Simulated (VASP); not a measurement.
A run of VASP 6.6.1 is set up as follows.

The input POSCAR:

```
LiF
1.0
    0.0000000000      2.1446105472      2.1446105472
    2.1446105472      0.0000000000      2.1446105472
    2.1446105472      2.1446105472      0.0000000000
Li F
1 1
Direct
    0.0000000000      0.0000000000      0.0000000000
    0.2500000000      0.2500000000      0.2500000000
```

File INCAR.step1:

```
ALGO     = Normal         # electronic algorithm
EDIFF    = 1E-4           # SCF threshold, eV
ENCUT    = 520            # plane-wave cutoff, eV
GGA      = PE             # functional
ISMEAR   = 0              # smearing method
LASPH    = True           # aspherical terms in the spheres
LCHARG   = False          # write CHGCAR
LREAL    = False          # projectors in reciprocal space
LWAVE    = True           # write WAVECAR
NBANDS   = 12             # bands
NELM     = 100            # most SCF steps
PREC     = Accurate       # precision mode
SIGMA    = 0.01           # smearing width, eV
```

Contents of INCAR.step2:

```
ALGO     = Normal         # electronic algorithm
EDIFF    = 1E-7           # SCF threshold, eV
ENCUT    = 520            # plane-wave cutoff, eV
ISIF     = 2              # what is computed and relaxed
ISMEAR   = 0              # smearing method
ISTART   = 1            
LASPH    = True           # aspherical terms in the spheres
LCHARG   = True           # write CHGCAR
LELF     = True           # ELF
LMIXTAU  = True         
LREAL    = False          # projectors in reciprocal space
LVHAR    = True         
LWAVE    = False          # write WAVECAR
METAGGA  = R2SCAN         # meta-GGA
NBANDS   = 12             # bands
NELM     = 100            # most SCF steps
PREC     = Accurate       # precision mode
SIGMA    = 0.01           # smearing width, eV
```

Contents of KPOINTS:

```
k-points
0
Gamma
  8 8 8
```

Potentials or basis: VASP PAW PBE potentials, release 64 (Li_sv, F).

Command:

```bash
$ cat potpaw_PBE.64/Li_sv/POTCAR potpaw_PBE.64/F/POTCAR > POTCAR
$ cp INCAR.step1 INCAR
$ mpirun -np 1 vasp_std > vasp.out
$ cp INCAR.step2 INCAR
$ mpirun -np 1 vasp_std > vasp.out
```

Task: Predict the band gap on the k mesh.

Result: 8.76 eV, direct.

Caveat: the PAW data sets were made with another functional, which shifts forces and pressure a little. r2SCAN opens gaps a little over a GGA but as a rule still falls short of measured ones.
